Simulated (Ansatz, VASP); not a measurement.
**C: VASP beside Ansatz**

File INCAR:

```
PREC = Accurate
ENCUT = 520
EDIFF = 1E-6
ISMEAR = 0
SIGMA = 0.05
LREAL = False
LASPH = True
NELM = 100
ALGO = Normal
ISIF = 2
LWAVE = False
LCHARG = True
GGA = PS
LELF = True
LVHAR = True
NBANDS = 21
```

File KPOINTS:

```
Automatic mesh
0
Gamma
  15 15 3
```

POSCAR

```
C
1.0
   -2.4589102530      0.0000000000      0.0000000000
   -1.2294551265     -2.1294787447      0.0000000000
   -2.0490918775     -1.4196524965     10.7943044874
C
6
Direct
    0.5833551990      0.5555847098      0.1666229354
    0.5833551990     -0.5555264014      0.8332896020
    0.0833551990      0.0000291542      0.4999562687
    0.2499948010      0.1111041791      0.8333437313
    0.7499948010      0.6666597347      0.5000103980
    0.2499948010      0.2222152902      0.1666770646
```

Input for Ansatz:

```yaml
crystal:
  lattice:
    - [-2.458910253, 0.0, 0.0]
    - [-1.2294551265, -2.1294787447, 0.0]
    - [-2.0490918775, -1.4196524965, 10.7943044874]
  atoms:
    - { symbol: C, position: [0.583355199, 0.5555847098, 0.1666229354] }
    - { symbol: C, position: [0.583355199, -0.5555264014, 0.833289602] }
    - { symbol: C, position: [0.083355199, 2.91542e-05, 0.4999562687] }
    - { symbol: C, position: [0.249994801, 0.1111041791, 0.8333437313] }
    - { symbol: C, position: [0.749994801, 0.6666597347, 0.500010398] }
    - { symbol: C, position: [0.249994801, 0.2222152902, 0.1666770646] }
basis:
  ecutwfc: 420
kpoints:
  mp_grid: { grid: [15, 15, 3] }
hamiltonian:
  xc: pbesol
scf:
  occupations: { method: gaussian, width: 0.05 }
output:
  forces: true
  stress: true
  eigenvalues: true
  write_density: true
  write_potential: true
  elf: true
  volumetric_format: npy
```

Alike in both runs: task single point; functional PBEsol; k mesh 15 × 15 × 3; occupations gaussian, width 0.05 eV; no spin polarisation.

```csv
,VASP,Ansatz
version,VASP 6.6.1,Ansatz 0.2.0
potentials or method,"VASP PAW PBE potentials, release 64 (C), cutoff 520 eV","scalar-relativistic, plane waves, PAW"
valence electrons in the cell,24,24
```

|  | VASP | Ansatz | Ansatz less VASP |
| --- | --- | --- | --- |
| gap on the k mesh at the Fermi level (eV) | 0.12 | 0.12 | 0.000 |
| least direct gap on the mesh (eV) | 0.12 | 0.12 | 0.000 |
| pressure (GPa) | 0.6 | 0.0 | -0.63 |
| traceless stress, the component that is largest in VASP (GPa) | -0.66 | 0.05 | +0.702 |
| rms of the force components (eV/Å) | 0.003 | 0.003 | 0.0000 |

VASP's potentials were made for PBE, not for PBEsol. Atom by atom the forces differ by 0.000 eV/Å (rms over components).
